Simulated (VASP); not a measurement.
# NiO (Fm-3m) in VASP: further runs

NiO is run at these levels: PBE+U; tasks: single point.

Everything below comes from runs of VASP 6.6.1. Logs are shortened: lines on timing, memory, paths and dates and some standing lists are left out, and cuts for length are marked.

## 1. The cell of the first run

It takes space group Fm-3m (No. 225, cubic). Conventional cell: a = 4.180 Å, b = 4.180 Å, c = 4.180 Å, α = 90.00°, β = 90.00°, γ = 90.00°. Within 2.8 Å of Ni (site symmetry m-3m) lie 6 O at 2.09 Å. O (site symmetry m-3m) has 6 Ni at 2.09 Å within 2.8 Å.

## 2. Single point, PBE+U, collinear spin, ferromagnetic start

Contents of INCAR:

```
  PREC = Accurate
  ENCUT = 520
  EDIFF = 1E-7
  ISMEAR = 0
  SIGMA = 0.05
  LREAL = False
  LASPH = True
  NELM = 150
  ALGO = Normal
  ISIF = 2
  LWAVE = False
  LCHARG = False
  ISPIN = 2
  MAGMOM = 2 2 0 0
  LORBIT = 11
  LMAXMIX = 4
  LDAU = True
  LDAUTYPE = 2
  LDAUL = 2 -1
  LDAUU = 5.8 0
  LDAUJ = 0 0
  LDAUPRINT = 1
  GGA = PE
  NBANDS = 28
```

Contents of KPOINTS:

```
regular mesh
0
Gamma
  8 8 8
```

Contents of POSCAR:

```
NiO
1.0
    4.1800000000      2.0900000000      2.0900000000
    2.0900000000      4.1800000000      2.0900000000
    2.0900000000      2.0900000000      4.1800000000
Ni O
2 2
Direct
    0.2500000000      0.2500000000      0.2500000000
    0.7500000000      0.7500000000      0.7500000000
    0.0000000000      0.0000000000      0.0000000000
    0.5000000000      0.5000000000      0.5000000000
```

Potentials or basis: VASP PAW PBE potentials, release 64 (Ni, O).

The run is started by

```bash
> cat potpaw_PBE.64/Ni/POTCAR potpaw_PBE.64/O/POTCAR > POTCAR
> mpirun -np 1 vasp_std > vasp.out
```

OUTCAR:

```text
PREC = Accurate
   ENCUT = 520
   EDIFF = 1E-7
   ISMEAR = 0
   LREAL = False
   LASPH = True
   NELM = 150
   ISIF = 2
   ISPIN = 2
   LORBIT = 11
   GGA = PE

 ion  position               nearest neighbor table
   1  0.250  0.250  0.250-   3 2.09   3 2.09   3 2.09   4 2.09   4 2.09   4 2.09   2 2.96   2 2.96
                             2 2.96   2 2.96   2 2.96   2 2.96
   2  0.750  0.750  0.750-   4 2.09   4 2.09   4 2.09   3 2.09   3 2.09   3 2.09   1 2.96   1 2.96
                             1 2.96   1 2.96   1 2.96   1 2.96
   3  0.000  0.000  0.000-   2 2.09   2 2.09   2 2.09   1 2.09   1 2.09   1 2.09
   4  0.500  0.500  0.500-   1 2.09   1 2.09   1 2.09   2 2.09   2 2.09   2 2.09

  LATTYP: Found a trigonal (rhomboedric) cell.
 ALAT       =     5.1194335624
 COS(alpha) =     0.8333333333

  Lattice vectors:

 A1 = (   4.1800000000,   2.0900000000,   2.0900000000)
 A2 = (   2.0900000000,   4.1800000000,   2.0900000000)
 A3 = (   2.0900000000,   2.0900000000,   4.1800000000)

Analysis of symmetry for initial positions (statically):
=====================================================================
 Subroutine PRICEL returns following result:

  LATTYP: Found a face centered cubic cell.
 ALAT       =     4.1800000000
[... 12 lines left out ...]
 Subroutine GETGRP returns: Found 12 space group operations
 (whereof 12 operations were pure point group operations)
 out of a pool of 12 trial point group operations.

The static configuration has the point symmetry D_3d.

Analysis of symmetry for dynamics (positions and initial velocities):
=====================================================================
 Subroutine PRICEL returns following result:

  LATTYP: Found a face centered cubic cell.
 ALAT       =     4.1800000000
[... 12 lines left out ...]
 Subroutine GETGRP returns: Found 12 space group operations
 (whereof 12 operations were pure point group operations)
[... 226 lines left out ...]
  o =  0.9809  v =  0.0000  0.0000  0.0000  0.0000  0.0000  0.5774  0.5774  0.0000  0.5774 -0.0000      0.0000  0.0000  0.0000  0.0000  0.0000  0.0000  0.0000  0.0000  0.0000  0.0000
  o =  0.9809  v =  0.0000  0.0000  0.0000  0.0000  0.0000 -0.1531  0.7711  0.0000 -0.6180 -0.0000      0.0000  0.0000  0.0000  0.0000  0.0000  0.0000  0.0000  0.0000  0.0000  0.0000
  o =  0.9809  v =  0.0000  0.0000  0.0000  0.0000  0.0000  0.8020 -0.2684 -0.0000 -0.5336 -0.0000      0.0000  0.0000  0.0000  0.0000  0.0000  0.0000  0.0000  0.0000  0.0000  0.0000
  o =  0.9824  v =  0.5774  0.5774  0.0000  0.5774 -0.0000  0.0000  0.0000  0.0000  0.0000  0.0000      0.0000  0.0000  0.0000  0.0000  0.0000  0.0000  0.0000  0.0000  0.0000  0.0000
  o =  0.9824  v =  0.5113  0.2957  0.0001 -0.8070  0.0001  0.0000  0.0000  0.0000  0.0000  0.0000      0.0000  0.0000  0.0000  0.0000  0.0000  0.0000  0.0000  0.0000  0.0000  0.0000
  o =  0.9824  v =  0.6366 -0.7611  0.0001  0.1245 -0.0001  0.0000  0.0000  0.0000  0.0000  0.0000      0.0000  0.0000  0.0000  0.0000  0.0000  0.0000  0.0000  0.0000  0.0000  0.0000
  o =  1.0354  v =  0.0001 -0.0001 -1.0000 -0.0001 -0.0000  0.0000  0.0000  0.0000  0.0000  0.0000      0.0000  0.0000  0.0000  0.0000  0.0000  0.0000  0.0000  0.0000  0.0000  0.0000
  o =  1.0354  v =  0.0000 -0.0001 -0.0000  0.0001  1.0000  0.0000  0.0000  0.0000  0.0000  0.0000      0.0000  0.0000  0.0000  0.0000  0.0000  0.0000  0.0000  0.0000  0.0000  0.0000

 number of electron      32.0000011 magnetization       4.0000028

 Free energy of the ion-electron system (eV)
  ---------------------------------------------------
  ext. energy  EPLUGINS =         0.00000000
  ---------------------------------------------------
  free energy    TOTEN  =       -20.43551677 eV

  energy without entropy =      -20.43551677  energy(sigma->0) =      -20.43551677

 E-fermi :   7.1821     XC(G=0): -12.6329

 val. band max:        6.8401894881   @ k =   0.5000   0.5000  -0.0000
 cond. band min:       9.1524671776   @ k =   0.0000   0.0000   0.0000
 fundamental gap:      2.3122776895
 Fermi energy:         7.1820866324

 spin component 1

 k-point     1 :       0.0000    0.0000    0.0000
  band No.  band energies     occupation
      1     -12.0937      1.00000
      2     -10.6549      1.00000
      3      -0.8363      1.00000
      4      -0.3627      1.00000
      5      -0.3627      1.00000
      6       0.9080      1.00000
[... 1481 lines left out ...]
     27      24.7322      0.00000
     28      29.2969      0.00000

 [... further k-points ...]

------------------------ aborting loop because EDIFF is reached ----------------------------------------

  FORCE on cell =-STRESS in cart. coord.  units (eV):
  Direction    XX          YY          ZZ          XY          YZ          ZX
  --------------------------------------------------------------------------------------
  -------------------------------------------------------------------------------------
  Total        0.6217880      0.6217880      0.6217880      0.0001988      0.0001988      0.0001988
  in kB       27.2806115     27.2806115     27.2806115      0.0087213      0.0087213      0.0087213
  external PRESSURE =      27.2806115 kB  Pullay stress =       0.0000000 kB

 VOLUME and BASIS-vectors are now :
 -----------------------------------------------------------------------------
  energy-cutoff  :      520.00
  volume of cell :       36.52
      direct lattice vectors                 reciprocal lattice vectors
     4.180000000  2.090000000  2.090000000     0.358851675 -0.119617225 -0.119617225
     2.090000000  4.180000000  2.090000000    -0.119617225  0.358851675 -0.119617225
     2.090000000  2.090000000  4.180000000    -0.119617225 -0.119617225  0.358851675

 POSITION                                       TOTAL-FORCE (eV/Angst)
 -----------------------------------------------------------------------------------
      2.09000      2.09000      2.09000         0.000000     -0.000000      0.000000
      6.27000      6.27000      6.27000        -0.000000      0.000000     -0.000000
      0.00000      0.00000      0.00000         0.000000      0.000000      0.000000
      4.18000      4.18000      4.18000        -0.000000     -0.000000     -0.000000
 -----------------------------------------------------------------------------------
    total drift:                                0.000000      0.000000     -0.000000

  FREE ENERGIE OF THE ION-ELECTRON SYSTEM (eV)
  ---------------------------------------------------
  free  energy   TOTEN  =       -20.4355167665 eV

  energy  without entropy=      -20.4355167665  energy(sigma->0) =      -20.43551677

 total charge

# of ion       s       p       d       tot
------------------------------------------
    1        0.343   0.423   8.221   8.987
    2        0.343   0.423   8.221   8.987
    3        1.548   3.481   0.000   5.029
    4        1.548   3.481   0.000   5.029
--------------------------------------------------
tot          3.782   7.809  16.441  28.032

 magnetization (x)

# of ion       s       p       d       tot
------------------------------------------
    1        0.012   0.013   1.786   1.810
    2        0.012   0.013   1.786   1.810
    3        0.018   0.162   0.000   0.181
    4        0.018   0.162   0.000   0.181
--------------------------------------------------
tot          0.060   0.351   3.571   3.983
```

stdout:

```text
POSCAR found type information on POSCAR NiO
 POSCAR found :  2 types and       4 ions
 scaLAPACK will be used
 LDA part: xc-table for (Slater+PW92), standard interpolation
 POSCAR, INCAR and KPOINTS ok, starting setup
 FFT: planning ... GRIDC
 FFT: planning ... GRID_SOFT
 FFT: planning ... GRID
 WAVECAR not read
 entering main loop
```

It took 4.2 min on 1 thread of Intel Xeon Platinum 8488C (Sapphire Rapids), shared host; peak memory 0.34 GiB.

What came out:

```yaml
Free_energy: -20.4355 eV
Pressure: 2.7 GPa
Band_gap_on_the_k_mesh: 2.31 eV
Net_moment: 4.00 μB per cell
Site_moments: Ni +1.81; O +0.18 μB
Valence_electrons_inside_the_program's_atomic_spheres: Ni 8.99; O 5.03
```

Levels at points of the mesh, in eV from the valence-band top:
Spin up:
```csv
k point,band 14,band 15,band 16,band 17,band 18,band 19,band 20,band 21,band 22,band 23
"(0.00, 0.00, 0.00)",-1.50,-1.50,-1.50,0.00,0.00,2.66,6.68,11.07,14.94,14.94
"(0.50, 0.00, 0.00)",-3.19,-1.85,-1.85,-1.26,-1.26,8.46,8.46,10.63,10.63,12.28
"(0.50, 0.50, 0.00)",-3.02,-2.86,-2.86,0.00,0.00,6.68,6.99,11.07,11.57,11.86
"(0.50, 0.50, 0.50)",-3.02,-0.67,-0.67,-0.67,-0.67,5.43,5.43,12.67,12.67,16.71
```
Spin down:
| k point | band 12 | band 13 | band 14 | band 15 | band 16 | band 17 |
| --- | --- | --- | --- | --- | --- | --- |
| (0.00, 0.00, 0.00) | -1.13 | -1.13 | -1.13 | 2.31 | 2.31 | 3.01 |
| (0.50, 0.00, 0.00) | -2.26 | -2.14 | -2.14 | 3.66 | 3.66 | 3.66 |
| (0.50, 0.50, 0.00) | -2.11 | -2.01 | -2.01 | 2.76 | 3.22 | 4.69 |
| (0.50, 0.50, 0.50) | -1.79 | -1.79 | -1.79 | 3.59 | 3.59 | 3.59 |

Eigenvalues of the final occupation matrices:
| site | spin | trace | eigenvalues |
| --- | --- | --- | --- |
| site 1 d | 1 | 5.02 | 0.98 0.98 0.98 1.04 1.04 |
| site 1 d | 2 | 3.23 | 0.14 0.14 0.98 0.98 0.98 |
| site 2 d | 1 | 5.02 | 0.98 0.98 0.98 1.04 1.04 |
| site 2 d | 2 | 3.23 | 0.14 0.14 0.98 0.98 0.98 |

A k mesh can miss the band edges. The state reached can hang on the start; a lower one may exist.

## 3. Single point, PBE+U, collinear spin, antiferromagnetic start

Contents of INCAR:

```
PREC = Accurate
ENCUT = 520
EDIFF = 1E-6
ISMEAR = 0
SIGMA = 0.05
LREAL = False
LASPH = True
NELM = 150
ALGO = Normal
ISIF = 2
LWAVE = False
LCHARG = True
ISPIN = 2
MAGMOM = 2 -2 0 0
LORBIT = 11
LMAXMIX = 4
LDAU = True
LDAUTYPE = 2
LDAUL = 2 -1
LDAUU = 5.8 0
LDAUJ = 0 0
LDAUPRINT = 1
GGA = PE
LELF = True
LVHAR = True
NBANDS = 28
```

KPOINTS is that of step 2.

POSCAR is that of step 2.

Potentials or basis: VASP PAW PBE potentials, release 64 (Ni, O).

The run is started by

```bash
> cat potpaw_PBE.64/Ni/POTCAR potpaw_PBE.64/O/POTCAR > POTCAR
> mpirun -np 1 vasp_std > vasp.out
```

OUTCAR:

```text
PREC = Accurate
   ENCUT = 520
   EDIFF = 1E-6
   ISMEAR = 0
   LREAL = False
   LASPH = True
   NELM = 150
   ISIF = 2
   ISPIN = 2
   LORBIT = 11
   GGA = PE

 ion  position               nearest neighbor table
   1  0.250  0.250  0.250-   3 2.09   3 2.09   3 2.09   4 2.09   4 2.09   4 2.09   2 2.96   2 2.96
                             2 2.96   2 2.96   2 2.96   2 2.96
   2  0.750  0.750  0.750-   4 2.09   4 2.09   4 2.09   3 2.09   3 2.09   3 2.09   1 2.96   1 2.96
                             1 2.96   1 2.96   1 2.96   1 2.96
   3  0.000  0.000  0.000-   2 2.09   2 2.09   2 2.09   1 2.09   1 2.09   1 2.09
   4  0.500  0.500  0.500-   1 2.09   1 2.09   1 2.09   2 2.09   2 2.09   2 2.09

  LATTYP: Found a trigonal (rhomboedric) cell.
 ALAT       =     5.1194335624
 COS(alpha) =     0.8333333333

  Lattice vectors:

 A1 = (   4.1800000000,   2.0900000000,   2.0900000000)
[... 1795 lines left out ...]
 [... further k-points ...]

------------------------ aborting loop because EDIFF is reached ----------------------------------------

  FORCE on cell =-STRESS in cart. coord.  units (eV):
  Direction    XX          YY          ZZ          XY          YZ          ZX
  --------------------------------------------------------------------------------------
  -------------------------------------------------------------------------------------
  Total        0.1426607      0.1426607      0.1426607     -0.0175269     -0.0175269     -0.0175269
  in kB        6.2591595      6.2591595      6.2591595     -0.7689825     -0.7689825     -0.7689825
  external PRESSURE =       6.2591595 kB  Pullay stress =       0.0000000 kB

 VOLUME and BASIS-vectors are now :
 -----------------------------------------------------------------------------
  energy-cutoff  :      520.00
  volume of cell :       36.52
      direct lattice vectors                 reciprocal lattice vectors
     4.180000000  2.090000000  2.090000000     0.358851675 -0.119617225 -0.119617225
     2.090000000  4.180000000  2.090000000    -0.119617225  0.358851675 -0.119617225
     2.090000000  2.090000000  4.180000000    -0.119617225 -0.119617225  0.358851675

 POSITION                                       TOTAL-FORCE (eV/Angst)
 -----------------------------------------------------------------------------------
      2.09000      2.09000      2.09000        -0.000000     -0.000000     -0.000000
      6.27000      6.27000      6.27000         0.000000     -0.000000      0.000000
      0.00000      0.00000      0.00000        -0.000000      0.000000     -0.000000
      4.18000      4.18000      4.18000         0.000000      0.000000     -0.000000
 -----------------------------------------------------------------------------------
    total drift:                                0.000000      0.000000     -0.000000

  FREE ENERGIE OF THE ION-ELECTRON SYSTEM (eV)
  ---------------------------------------------------
  free  energy   TOTEN  =       -20.6029123889 eV

  energy  without entropy=      -20.6029123889  energy(sigma->0) =      -20.60291239

 total charge

# of ion       s       p       d       tot
------------------------------------------
    1        0.340   0.419   8.241   9.001
    2        0.340   0.419   8.241   9.001
    3        1.550   3.470   0.000   5.020
    4        1.550   3.470   0.000   5.020
--------------------------------------------------
tot          3.781   7.779  16.482  28.042

 magnetization (x)

# of ion       s       p       d       tot
------------------------------------------
    1       -0.002  -0.006   1.738   1.729
    2        0.002   0.006  -1.738  -1.729
    3        0.000   0.000   0.000   0.000
    4        0.000   0.000   0.000   0.000
--------------------------------------------------
tot          0.000   0.000   0.000   0.000
```

OSZICAR:

```text
N       E                     dE             d eps       ncg     rms          rms(c)
DAV:   1     0.246115103196E+03    0.24612E+03   -0.14623E+04  7448   0.154E+03
DAV:   2     0.600393999251E+01   -0.24011E+03   -0.21287E+03  7404   0.329E+02
DAV:   3    -0.194540899243E+02   -0.25458E+02   -0.24058E+02  8032   0.116E+02
DAV:   4    -0.199082728119E+02   -0.45418E+00   -0.45265E+00  7812   0.158E+01
DAV:   5    -0.199146444821E+02   -0.63717E-02   -0.63712E-02  9088   0.184E+00    0.218E+01
DAV:   6    -0.190675686227E+02    0.84708E+00   -0.14952E+01  9992   0.932E+01    0.243E+01
DAV:   7    -0.202432379503E+02   -0.11757E+01   -0.38714E+00  8700   0.366E+01    0.122E+01
DAV:   8    -0.204397624870E+02   -0.19652E+00   -0.77473E-01  9560   0.157E+01    0.870E+00
DAV:   9    -0.205941533484E+02   -0.15439E+00   -0.13176E-01  8504   0.115E+01    0.166E+00
DAV:  10    -0.205994242144E+02   -0.52709E-02   -0.54006E-02  9756   0.446E+00    0.404E-01
DAV:  11    -0.206022831535E+02   -0.28589E-02   -0.23572E-02  7616   0.122E+00    0.149E-01
DAV:  12    -0.206027037695E+02   -0.42062E-03   -0.24985E-04 10452   0.200E-01    0.929E-02
DAV:  13    -0.206028600331E+02   -0.15626E-03   -0.16360E-04  8844   0.385E-01    0.454E-02
DAV:  14    -0.206029045668E+02   -0.44534E-04   -0.68957E-05  9444   0.192E-01    0.141E-02
DAV:  15    -0.206029098572E+02   -0.52904E-05   -0.19552E-05  8564   0.581E-02    0.912E-03
DAV:  16    -0.206029119121E+02   -0.20549E-05   -0.31928E-06  9168   0.364E-02    0.403E-03
DAV:  17    -0.206029123889E+02   -0.47675E-06   -0.10590E-06  6832   0.183E-02
   1 F= -.20602912E+02 E0= -.20602912E+02  d E =-.224184E-12  mag=     0.0000
```

stdout:

```text
POSCAR found type information on POSCAR NiO
 POSCAR found :  2 types and       4 ions
 scaLAPACK will be used
 LDA part: xc-table for (Slater+PW92), standard interpolation
 POSCAR, INCAR and KPOINTS ok, starting setup
 FFT: planning ... GRIDC
 FFT: planning ... GRID_SOFT
 FFT: planning ... GRID
 WAVECAR not read
 entering main loop
```

Wall time 4.8 min (1 thread of Intel Xeon Platinum 8488C (Sapphire Rapids), shared host); peak memory 0.34 GiB.

The run converged, but its numbers aren't listed here, since they failed a check.

Caveat: the result breaks the symmetry of the cell.

## 4. Single point, PBE+U, collinear spin, ferromagnetic start

Contents of INCAR:

```
SYSTEM = NiO
PREC = Accurate ; ENCUT = 520
EDIFF = 1E-6 ; ISMEAR = 0
SIGMA = 0.05 ; LREAL = .False.
LASPH = .True. ; NELM = 150
ALGO = Normal ; ISIF = 2
LWAVE = .False. ; LCHARG = .False.
ISPIN = 2 ; MAGMOM = 2 2 0 0
LORBIT = 11 ; LMAXMIX = 4
LDAU = .True. ; LDAUTYPE = 2
LDAUL = 2 -1 ; LDAUU = 5.8 0
LDAUJ = 0 0 ; LDAUPRINT = 1
GGA = PE ; NBANDS = 28
```

Contents of KPOINTS:

```
regular mesh
0
Gamma
  8 8 8
  0 0 0
```

POSCAR is that of step 3.

The run is started by

```bash
> cat potpaw_PBE.64/Ni/POTCAR potpaw_PBE.64/O/POTCAR > POTCAR
> mpirun -np 1 vasp_std > vasp.out
```

Run time: 4.4 min. Hardware: 1 thread of Intel Xeon Platinum 8488C (Sapphire Rapids), shared host; peak memory 0.34 GiB.

The run converged. Its results:

```yaml
Free_energy: -20.4355 eV
Pressure: 2.7 GPa
Band_gap_on_the_k_mesh: 2.31 eV
Net_moment: 4.00 μB per cell
Site_moments: Ni +1.81; O +0.18 μB
Valence_electrons_inside_the_program's_atomic_spheres: Ni 8.99; O 5.03
```

Levels at points of the mesh, in eV from the valence-band top:
Spin up:
```tsv
k point	band 14	band 15	band 16	band 17	band 18	band 19	band 20	band 21	band 22	band 23
(0.00, 0.00, 0.00)	-1.50	-1.50	-1.50	0.00	0.00	2.66	6.68	11.07	14.94	14.94
(0.50, 0.00, 0.00)	-3.19	-1.85	-1.85	-1.26	-1.26	8.46	8.46	10.63	10.63	12.28
(0.50, 0.50, 0.00)	-3.02	-2.86	-2.86	0.00	0.00	6.68	6.99	11.07	11.57	11.86
(0.50, 0.50, 0.50)	-3.02	-0.67	-0.67	-0.67	-0.67	5.43	5.43	12.67	12.67	16.71
```
Spin down:
```csv
k point,band 10,band 11,band 12,band 13,band 14,band 15,band 16,band 17,band 18,band 19
"(0.00, 0.00, 0.00)",-2.01,-2.01,-1.13,-1.13,-1.13,2.31,2.31,3.01,4.69,4.69
"(0.50, 0.00, 0.00)",-2.65,-2.26,-2.26,-2.14,-2.14,3.66,3.66,3.66,3.66,8.98
"(0.50, 0.50, 0.00)",-2.52,-2.52,-2.11,-2.01,-2.01,2.76,3.22,4.69,4.69,6.86
"(0.50, 0.50, 0.50)",-2.31,-1.79,-1.79,-1.79,-1.79,3.59,3.59,3.59,3.59,5.77
```

Eigenvalues of the final occupation matrices:
| site | spin | trace | eigenvalues |
| --- | --- | --- | --- |
| site 1 d | 1 | 5.02 | 0.98 0.98 0.98 1.04 1.04 |
| site 1 d | 2 | 3.23 | 0.14 0.14 0.98 0.98 0.98 |
| site 2 d | 1 | 5.02 | 0.98 0.98 0.98 1.04 1.04 |
| site 2 d | 2 | 3.23 | 0.14 0.14 0.98 0.98 0.98 |
